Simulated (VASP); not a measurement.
A run of VASP 6.6.1 is set up as follows.

Contents of INCAR:

```
SYSTEM = Gd
PREC = Accurate ; ENCUT = 520
EDIFF = 1E-6 ; ISMEAR = 0
SIGMA = 0.028000000000000004 ; LREAL = .False.
LASPH = .True. ; NELM = 150
ALGO = Normal ; ISIF = 2
LWAVE = .False. ; LCHARG = .False.
ISPIN = 2 ; MAGMOM = 7 7
LORBIT = 11 ; LMAXMIX = 6
GGA = PE ; NBANDS = 29
```

Contents of KPOINTS:

```
regular mesh
0
Gamma
  8 8 5
  0 0 0
```

Contents of POSCAR:

```
Gd
1.0
    3.6360000000      0.0000000000      0.0000000000
   -1.8180000000      3.1488683682      0.0000000000
    0.0000000000      0.0000000000      5.7826000000
Gd
2
Direct
    0.6666666667      0.3333333333      0.7500000000
    0.3333333333      0.6666666667      0.2500000000
```

Potentials or basis: VASP PAW PBE potentials, release 64 (Gd).

The run is started by

```sh
$ cat potpaw_PBE.64/Gd/POTCAR > POTCAR
$ mpirun -np 1 vasp_std > vasp.out
```

(1) Estimate the site moments.

(2) Predict the pressure.

(3) Estimate the net moment.

## Answers

(1) Gd +6.99 μB.

(2) 0.3 GPa.

(3) 15.20 μB per cell.
